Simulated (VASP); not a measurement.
Set up this calculation in VASP 6.6.1, as the native input.

| Quantity | Value |
| --- | --- |
| Task | relaxation of the atoms |
| Functional | PBE |
| Potentials or basis | VASP PAW PBE potentials, release 64 (Al, Cl) |
| Cutoff | 450 eV |
| k mesh | 9 × 9 × 1 |
| Occupations | gaussian, width 0.1 eV |
| Spin | no spin polarisation |
| Dipole correction | yes |
| Atoms held fixed (from 0) | [0, 1, 2, 3] |
| Further INCAR settings | ALGO = Normal; EDIFF = 1e-07; NELMDL = -8; IBRION = 2; EDIFFG = -0.025; NSW = 36 |

The structure of Al3Cl lies in POSCAR:

```
Al3Cl
1.0
    2.8567582918      0.0000000000      0.0000000000
    0.0000000000      2.8567582918      0.0000000000
    0.0000000000      0.0000000000     19.6746954375
Al Cl
3 1
Selective dynamics
Direct
    0.5000000000      0.5000000000      0.2033068320  F F F
    0.0000000000      0.0000000000      0.3092728611  F F F
    0.5000000000      0.5000000000      0.4154928580  F F F
    1.0000000000      1.0000000000      0.4765701352  F F T
```

These files were run (other wordings do the same):

INCAR

```
  PREC = Accurate
  ENCUT = 450
  EDIFF = 1E-7
  ISMEAR = 0
  SIGMA = 0.1
  LREAL = False
  LASPH = True
  NELM = 120
  ALGO = Normal
  ISIF = 2
  LWAVE = False
  LCHARG = False
  LDIPOL = True
  IDIPOL = 3
  DIPOL = 0.5 0.5 0.351
  GGA = PE
  IBRION = 2
  NSW = 36
  EDIFFG = -0.025
  GGA_COMPAT = False
  NELMIN = 4
  NELMDL = -8
```

KPOINTS

```
Automatic mesh
0
Gamma
  9 9 1
```

Potentials or basis: VASP PAW PBE potentials, release 64 (Al, Cl).

Command:

```bash
$ cat potpaw_PBE.64/Al/POTCAR potpaw_PBE.64/Cl/POTCAR > POTCAR
$ mpirun -np 1 vasp_std > vasp.out
```

It gave:

| Quantity | Value |
| --- | --- |
| Energy gained by relaxing | 166.1 meV/atom |
| Ionic steps | 4 |
| Band gap on the k mesh | zero (band 8 reaches 1.70 eV, above the bottom of band 9 at 0.12 eV) |

It took 120 s on 1 thread of Intel Xeon 6975P-C, with other jobs on the host, peak memory 0.23 GiB.
